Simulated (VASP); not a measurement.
# LiH (I-4m2) in VASP: further runs, part 2 of 2

VASP 6.6.1. Earlier steps stand in the parts before.

### Step 3. Single point, PBE (epitaxial xy strain -5.8%)

Contents of INCAR:

```
SYSTEM = LiH
PREC = Accurate ; ENCUT = 520
EDIFF = 1E-7 ; ISMEAR = -1
SIGMA = 0.02 ; LREAL = .FALSE.
LASPH = .TRUE. ; NELM = 80
ALGO = Normal ; ISIF = 2
LWAVE = .FALSE. ; LCHARG = .TRUE.
GGA = PE ; LELF = .TRUE.
LVHAR = .TRUE. ; NBANDS = 9
```

Contents of KPOINTS:

```
regular mesh
0
G
  10 10 10
  0 0 0
```

Contents of POSCAR:

```
LiH
1.0
    0.0000000000      2.0202759106      2.2614527767
    2.0202759106      0.0000000000      2.2614527767
    2.0202759106      2.0202759106      0.0000000000
Li H
1 1
Direct
    0.0000000000      0.0000000000      0.0000000000
    0.2500000000      0.2500000000      0.2500000000
```

Potentials or basis: VASP PAW PBE potentials, release 64 (Li_sv, H).

Run with:

```sh
cat potpaw_PBE.64/Li_sv/POTCAR potpaw_PBE.64/H/POTCAR > POTCAR
mpirun -np 1 vasp_std > vasp.out
```

OUTCAR:

```text
SYSTEM = LiH
   PREC = Accurate
   ENCUT = 520
   EDIFF = 1E-7
   ISMEAR = -1
   LREAL = .FALSE.
   LASPH = .TRUE.
   NELM = 80
   ISIF = 2
   GGA = PE

 ion  position               nearest neighbor table
   1  0.000  0.000  0.000-
   2  0.250  0.250  0.250-

  LATTYP: Found a body centered tetragonal cell.
 ALAT       =     2.8571015925
 C/A-ratio  =     1.5830398069

  Lattice vectors:

 A1 = (  -2.0202759106,   0.0000000000,   2.2614527767)
 A2 = (   2.0202759106,   0.0000000000,   2.2614527767)
 A3 = (   0.0000000000,   2.0202759106,  -2.2614527767)

Analysis of symmetry for initial positions (statically):
=====================================================================
 Subroutine PRICEL returns:
 Original cell was already a primitive cell.

 Routine SETGRP: Setting up the symmetry group for a
 body centered tetragonal supercell.

 Subroutine GETGRP returns: Found  8 space group operations
 (whereof  8 operations were pure point group operations)
 out of a pool of 16 trial point group operations.

The static configuration has the point symmetry D_2d.

Analysis of symmetry for dynamics (positions and initial velocities):
=====================================================================
 Subroutine PRICEL returns:
 Original cell was already a primitive cell.

 Routine SETGRP: Setting up the symmetry group for a
 body centered tetragonal supercell.

 Subroutine GETGRP returns: Found  8 space group operations
 (whereof  8 operations were pure point group operations)
 out of a pool of 16 trial point group operations.

The dynamic configuration has the point symmetry D_2d.

 Subroutine INISYM returns: Found  8 space group operations
 (whereof  8 operations are pure point group operations),
[... 108 lines left out ...]
   NUPDOWN=      -1.0000    fix difference up-down
   EMIN   =  10.00;   EMAX   =-10.00  energy-range for DOS
   EFERMI =   0.00;   METHOD = LEGACY
   ISMEAR =    -1;   SIGMA  =   0.02  broadening in eV -4-tet -1-fermi 0-gaus
   EFERMI_NEDOS =   21; number of points for ismear=-14 and -15
   IALGO  =     38    algorithm
   IMIX   =      4    mixing-type and parameters
     AMIX     =   0.40;   BMIX     =  1.00
     AMIX_MAG =   1.60;   BMIX_MAG =  1.00
  volume/ion in A,a.u.               =       9.23        62.29
  Fermi-wavevector in a.u.,A,eV,Ry     =   0.983291  1.858150 13.154933  0.966860
  Thomas-Fermi vector in A             =   2.114437
   LORBIT       =      0    0 simple, 1 ext, 2 COOP (PROOUT), +10 PAW based schemes
   GGA     = PE    functional components
   LHFCALC =     F    Hartree Fock is set to
   AEXX    =    0.0000 exact exchange contribution
   IVDW    =     0    specifies the selected vdW correction
   LEPSILON=     F    determine dielectric tensor
   LRPA    =     F    only Hartree local field effects (RPA)
 non-spin polarized calculation
  energy-cutoff  :      520.00
  volume of cell :       18.46
 maximum number of plane-waves:       513
   NGX = 11   NGY = 11   NGZ = 11

 number of electron       4.0000001 magnetization

 Free energy of the ion-electron system (eV)
  ---------------------------------------------------
  ext. energy  EPLUGINS =         0.00000000
  ---------------------------------------------------
  free energy    TOTEN  =        -6.01312410 eV

  energy without entropy =       -6.01312410  energy(sigma->0) =       -6.01312410

 E-fermi :  -0.5731     XC(G=0):  -7.9050

 val. band max:       -1.2011201695   @ k =  -0.3000   0.2000   0.5000
 cond. band min:       2.8736135679   @ k =   0.5000  -0.0000   0.0000
 fundamental gap:      4.0747337374
 Fermi energy:        -0.5731000178

 k-point     1 :       0.0000    0.0000    0.0000
  band No.  band energies     occupation
      1     -44.6827      2.00000
      2      -5.3099      2.00000
      3      12.2871      0.00000
      4      16.2486      0.00000
      5      16.6209      0.00000
      6      16.6209      0.00000
      7      19.2258      0.00000
      8      19.3051      0.00000
      9      19.3051      0.00000
[... 265 lines left out ...]
 k-point    24 :       0.4000    0.3000    0.0000
  band No.  band energies     occupation
      1     -44.6568      2.00000
      2      -3.2676      2.00000
      3       6.4282      0.00000
      4       9.2802      0.00000
      5      11.6113      0.00000
      6      13.2055      0.00000
      7      18.7035      0.00000
      8      26.7205      0.00000
      9      28.5762      0.00000

 [... further k-points ...]
[... 5 lines left out ...]
  --------------------------------------------------------------------------------------
  -------------------------------------------------------------------------------------
  Total        0.2981000      0.2981000     -0.0159452      0.0000000      0.0000000      0.0000000
  in kB       25.8722219     25.8722219     -1.3838893      0.0000000      0.0000000      0.0000000
  external PRESSURE =      16.7868515 kB  Pullay stress =       0.0000000 kB

 VOLUME and BASIS-vectors are now :
 -----------------------------------------------------------------------------
  energy-cutoff  :      520.00
  volume of cell :       18.46
      direct lattice vectors                 reciprocal lattice vectors
     0.000000000  2.020275911  2.261452777    -0.247490948  0.247490948  0.221096812
     2.020275911  0.000000000  2.261452777     0.247490948 -0.247490948  0.221096812
     2.020275911  2.020275911  0.000000000     0.247490948  0.247490948 -0.221096812

 POSITION                                       TOTAL-FORCE (eV/Angst)
 -----------------------------------------------------------------------------------
      0.00000      0.00000      0.00000         0.000000      0.000000      0.000000
      1.01014      1.01014      1.13073        -0.000000     -0.000000     -0.000000
 -----------------------------------------------------------------------------------
    total drift:                                0.000000      0.000000      0.000000

  FREE ENERGIE OF THE ION-ELECTRON SYSTEM (eV)
  ---------------------------------------------------
  free  energy   TOTEN  =        -6.0131241043 eV

  energy  without entropy=       -6.0131241043  energy(sigma->0) =       -6.01312410
```

OSZICAR:

```text
N       E                     dE             d eps       ncg     rms          rms(c)
DAV:   1    -0.978515896603E+00   -0.97852E+00   -0.14154E+03  1844   0.404E+02
DAV:   2    -0.626789631209E+01   -0.52894E+01   -0.52552E+01  2563   0.572E+01
DAV:   3    -0.635474815082E+01   -0.86852E-01   -0.86817E-01  2183   0.628E+00
DAV:   4    -0.635547938355E+01   -0.73123E-03   -0.73096E-03  2451   0.500E-01
DAV:   5    -0.635548421828E+01   -0.48347E-05   -0.48347E-05  2230   0.307E-02    0.334E+00
DAV:   6    -0.608603919316E+01    0.26945E+00   -0.24685E-01  1942   0.142E+00    0.164E+00
DAV:   7    -0.600826988133E+01    0.77769E-01   -0.28641E-01  2068   0.174E+00    0.287E-01
DAV:   8    -0.601317448271E+01   -0.49046E-02   -0.10723E-02  2101   0.537E-01    0.533E-02
DAV:   9    -0.601312590488E+01    0.48578E-04   -0.23281E-04  2311   0.714E-02    0.803E-03
DAV:  10    -0.601312461418E+01    0.12907E-05   -0.10733E-05  2206   0.226E-02    0.465E-03
DAV:  11    -0.601312414158E+01    0.47261E-06   -0.12638E-06  2515   0.335E-03    0.578E-04
DAV:  12    -0.601312410432E+01    0.37257E-07   -0.22439E-08  1267   0.115E-03
   1 F= -.60131241E+01 E0= -.60131241E+01  d E =-.119710E-15
```

stdout:

```text
POSCAR found type information on POSCAR LiH
 POSCAR found :  2 types and       2 ions
 scaLAPACK will be used
 LDA part: xc-table for (Slater+PW92), standard interpolation
 POSCAR, INCAR and KPOINTS ok, starting setup
 FFT: planning ... GRIDC
 FFT: planning ... GRID_SOFT
 FFT: planning ... GRID
 WAVECAR not read
 entering main loop
```

It took 8.9 s on 1 thread of Intel Xeon Platinum 8488C (Sapphire Rapids), shared host; peak memory 0.14 GiB.

What came out:

| Property | Result |
| --- | --- |
| Free energy | -6.0131 eV |
| Band gap on the k mesh | 4.07 eV, indirect (least direct gap 5.34 eV) |

Caveat: the cell differs from its parent crystal (epitaxial xy strain -5.8%); the cutoff is under 1.25 times the usual one of these potentials, so pressure, stress and relaxed cells hold a basis-set (Pulay) error. A k mesh can miss the band edges.

### Step 4. Single point, r2SCAN (epitaxial xy strain -5.8%)

POSCAR is that of step 3.

Contents of INCAR.step1:

```
  PREC = Accurate
  ENCUT = 520
  ISMEAR = 0
  SIGMA = 0.01
  LREAL = F
  LASPH = T
  NELM = 60
  NBANDS = 9
  GGA = PE
  ALGO = Normal
  EDIFF = 1E-4
  LWAVE = T
  LCHARG = F
```

Contents of INCAR.step2:

```
  PREC = Accurate
  ENCUT = 520
  EDIFF = 1E-6
  ISMEAR = 0
  SIGMA = 0.01
  LREAL = F
  LASPH = T
  NELM = 60
  ALGO = Normal
  ISIF = 2
  LWAVE = F
  LCHARG = T
  METAGGA = R2SCAN
  LMIXTAU = T
  LELF = T
  LVHAR = T
  NBANDS = 9
  ISTART = 1
```

Contents of KPOINTS:

```
regular mesh
0
Gamma
  10 10 10
```

Potentials or basis: VASP PAW PBE potentials, release 64 (Li_sv, H).

Run with:

```sh
cat potpaw_PBE.64/Li_sv/POTCAR potpaw_PBE.64/H/POTCAR > POTCAR
cp INCAR.step1 INCAR
mpirun -np 1 vasp_std > vasp.out
cp INCAR.step2 INCAR
mpirun -np 1 vasp_std > vasp.out
```

OUTCAR:

```text
PREC = Accurate
   ENCUT = 520
   EDIFF = 1E-6
   ISMEAR = 0
   LREAL = F
   LASPH = T
   NELM = 60
   ISIF = 2
   METAGGA = R2SCAN
   ISTART = 1

 ion  position               nearest neighbor table
   1  0.000  0.000  0.000-
   2  0.250  0.250  0.250-

  LATTYP: Found a body centered tetragonal cell.
 ALAT       =     2.8571015925
 C/A-ratio  =     1.5830398069

  Lattice vectors:

 A1 = (  -2.0202759106,   0.0000000000,   2.2614527767)
 A2 = (   2.0202759106,   0.0000000000,   2.2614527767)
 A3 = (   0.0000000000,   2.0202759106,  -2.2614527767)

Analysis of symmetry for initial positions (statically):
=====================================================================
 Subroutine PRICEL returns:
 Original cell was already a primitive cell.

 Routine SETGRP: Setting up the symmetry group for a
 body centered tetragonal supercell.

 Subroutine GETGRP returns: Found  8 space group operations
[... 161 lines left out ...]
  free energy    TOTEN  =        -6.69197266 eV

  energy without entropy =       -6.69197266  energy(sigma->0) =       -6.69197266

 E-fermi :  -1.4320     XC(G=0):  -8.1860

 val. band max:       -1.4890433694   @ k =  -0.3000   0.2000   0.5000
 cond. band min:       3.1547658931   @ k =   0.5000  -0.0000   0.0000
 fundamental gap:      4.6438092626
 Fermi energy:        -1.4319853704

 k-point     1 :       0.0000    0.0000    0.0000
  band No.  band energies     occupation
      1     -46.3355      2.00000
      2      -5.6088      2.00000
      3      13.0792      0.00000
      4      17.5361      0.00000
      5      17.9524      0.00000
      6      17.9527      0.00000
      7      19.7009      0.00000
      8      19.7118      0.00000
      9      19.7119      0.00000
[... 265 lines left out ...]
 k-point    24 :       0.4000    0.3000    0.0000
  band No.  band energies     occupation
      1     -46.3096      2.00000
      2      -3.5574      2.00000
      3       6.7932      0.00000
      4       9.8349      0.00000
      5      12.2411      0.00000
      6      13.9455      0.00000
      7      20.0215      0.00000
      8      27.8657      0.00000
      9      30.0525      0.00000

 [... further k-points ...]
[... 5 lines left out ...]
  --------------------------------------------------------------------------------------
  -------------------------------------------------------------------------------------
  Total        0.2902527      0.2902527     -0.0407693      0.0000000      0.0000000      0.0000000
  in kB       25.1911485     25.1911485     -3.5383843      0.0000000      0.0000000      0.0000000
  external PRESSURE =      15.6146375 kB  Pullay stress =       0.0000000 kB

 VOLUME and BASIS-vectors are now :
 -----------------------------------------------------------------------------
  energy-cutoff  :      520.00
  volume of cell :       18.46
      direct lattice vectors                 reciprocal lattice vectors
     0.000000000  2.020275911  2.261452777    -0.247490948  0.247490948  0.221096812
     2.020275911  0.000000000  2.261452777     0.247490948 -0.247490948  0.221096812
     2.020275911  2.020275911  0.000000000     0.247490948  0.247490948 -0.221096812

 POSITION                                       TOTAL-FORCE (eV/Angst)
 -----------------------------------------------------------------------------------
      0.00000      0.00000      0.00000         0.000000      0.000000      0.000000
      1.01014      1.01014      1.13073        -0.000000     -0.000000     -0.000000
 -----------------------------------------------------------------------------------
    total drift:                                0.000000      0.000000      0.000000

  FREE ENERGIE OF THE ION-ELECTRON SYSTEM (eV)
  ---------------------------------------------------
  free  energy   TOTEN  =        -6.6919726555 eV

  energy  without entropy=       -6.6919726555  energy(sigma->0) =       -6.69197266
```

OUTCAR.step1:

```text
PREC = Accurate
   ENCUT = 520
   ISMEAR = 0
   LREAL = F
   LASPH = T
[... 509 lines left out ...]
 -----------------------------------------------------------------------------------
      0.00000      0.00000      0.00000        -0.000000      0.000000     -0.000000
      1.01014      1.01014      1.13073         0.000000     -0.000000      0.000000
 -----------------------------------------------------------------------------------
    total drift:                                0.000002      0.000002      0.000001

  FREE ENERGIE OF THE ION-ELECTRON SYSTEM (eV)
  ---------------------------------------------------
  free  energy   TOTEN  =        -6.0131259037 eV

  energy  without entropy=       -6.0131259037  energy(sigma->0) =       -6.01312590
```

OSZICAR.step1:

```text
N       E                     dE             d eps       ncg     rms          rms(c)
DAV:   1    -0.978515896603E+00   -0.97852E+00   -0.14154E+03  1844   0.404E+02
DAV:   2    -0.626789631216E+01   -0.52894E+01   -0.52552E+01  2563   0.572E+01
DAV:   3    -0.635474815082E+01   -0.86852E-01   -0.86817E-01  2183   0.628E+00
DAV:   4    -0.635547938355E+01   -0.73123E-03   -0.73096E-03  2451   0.500E-01
DAV:   5    -0.635548421829E+01   -0.48347E-05   -0.48347E-05  2230   0.307E-02    0.334E+00
DAV:   6    -0.608603919318E+01    0.26945E+00   -0.24685E-01  1942   0.142E+00    0.164E+00
DAV:   7    -0.600826988131E+01    0.77769E-01   -0.28641E-01  2068   0.174E+00    0.287E-01
DAV:   8    -0.601317448275E+01   -0.49046E-02   -0.10723E-02  2101   0.537E-01    0.533E-02
DAV:   9    -0.601312590374E+01    0.48579E-04   -0.23280E-04  2297   0.714E-02
   1 F= -.60131259E+01 E0= -.60131259E+01  d E =-.101150E-55
```

It took 48 s on 1 thread of Intel Xeon Platinum 8488C (Sapphire Rapids), shared host; peak memory 0.14 GiB.

Results:

| Property | Result |
| --- | --- |
| Free energy | -6.6920 eV |
| Band gap on the k mesh | 4.64 eV, indirect (least direct gap 5.93 eV) |

Caveat: the cell differs from its parent crystal (epitaxial xy strain -5.8%); the cutoff is under 1.25 times the usual one of these potentials, so pressure, stress and relaxed cells hold a basis-set (Pulay) error; the PAW data sets were made with another functional, which shifts forces and pressure a little.

### Step 5. Single point, r2SCAN (uniaxial x strain -4.9%)

Contents of POSCAR:

```
LiH
1.0
    0.0000000000      2.1451220117      2.1451220117
    2.0406545697      0.0000000000      2.1451220117
    2.0406545697      2.1451220117      0.0000000000
Li H
1 1
Direct
    0.0000000000      0.0000000000      0.0000000000
    0.2500000000      0.2500000000      0.2500000000
```

Contents of INCAR.step1:

```
SYSTEM = LiH
PREC = Accurate
ENCUT = 520
ISMEAR = 0
SIGMA = 0.01
LREAL = .FALSE.
LASPH = .TRUE.
NELM = 100
NBANDS = 9
GGA = PE
ALGO = Normal
EDIFF = 1E-4
LWAVE = .TRUE.
LCHARG = .FALSE.
```

Contents of INCAR.step2:

```
SYSTEM = LiH
PREC = Accurate
ENCUT = 520
EDIFF = 1E-7
ISMEAR = 0
SIGMA = 0.01
LREAL = .FALSE.
LASPH = .TRUE.
NELM = 100
ALGO = Normal
ISIF = 2
LWAVE = .FALSE.
LCHARG = .FALSE.
METAGGA = R2SCAN
LMIXTAU = .TRUE.
NBANDS = 9
ISTART = 1
```

Contents of KPOINTS:

```
Automatic mesh
0
G
  10 10 10
  0 0 0
```

Run with:

```sh
cat potpaw_PBE.64/Li_sv/POTCAR potpaw_PBE.64/H/POTCAR > POTCAR
cp INCAR.step1 INCAR
mpirun -np 1 vasp_std > vasp.out
cp INCAR.step2 INCAR
mpirun -np 1 vasp_std > vasp.out
```

Wall time 55 s (1 thread of Intel Xeon Platinum 8488C (Sapphire Rapids), shared host); peak memory 0.14 GiB.

The run converged. Its results:

| Property | Result |
| --- | --- |
| Free energy | -6.7043 eV |
| Band gap on the k mesh | 4.77 eV, indirect (least direct gap 5.96 eV) |

Levels at points of the mesh, in eV from the valence-band top:
```
           k point  band 1  band 2  band 3  band 4  band 5  band 6  band 7
(0.00, 0.00, 0.00)  -44.71   -3.91   14.53   19.31   19.31   19.33   21.02
(0.50, 0.00, 0.00)  -44.68   -1.20    4.77   16.11   16.74   18.08   19.80
(0.50, 0.50, 0.00)  -44.67   -0.61    7.71   11.13   11.94   12.06   20.74
(0.00, 0.50, 0.50)  -44.67   -0.12    8.31   10.61   11.21   11.21   20.16
```

Caveat: the cell differs from its parent crystal (uniaxial x strain -4.9%); the cutoff is under 1.25 times the usual one of these potentials, so pressure, stress and relaxed cells hold a basis-set (Pulay) error; the PAW data sets were made with another functional, which shifts forces and pressure a little.

### Step 6. The runs side by side

```tsv
level	cell	smearing	gap on the mesh (eV)
PBE	a = 3.034, b = 2.961, c = 2.961 Å, angles 61.6, 59.2, 59.2°, 2 atoms	fermi-dirac 0.02 eV	4.19
PBE	a = 3.032, b = 3.032, c = 2.857 Å, angles 61.9, 61.9, 56.2°, 2 atoms	fermi-dirac 0.02 eV	4.07
r2SCAN	a = 3.032, b = 3.032, c = 2.857 Å, angles 61.9, 61.9, 56.2°, 2 atoms	gaussian 0.01 eV	4.64
r2SCAN	a = 3.034, b = 2.961, c = 2.961 Å, angles 61.6, 59.2, 59.2°, 2 atoms	gaussian 0.01 eV	4.77
```

Alike in all rows: task single point; potentials or basis VASP PAW PBE potentials, release 64 (Li_sv, H); no spin polarisation; k mesh 10 × 10 × 10; cutoff (eV) 520.

Caveats: the cutoff is under 1.25 times the usual one of these potentials, so pressure, stress and relaxed cells hold a basis-set (Pulay) error; the PAW data sets were made with another functional, which shifts forces and pressure a little (some runs).

Total energies depend on the potentials used, so only differences within one code and one set of settings carry meaning.
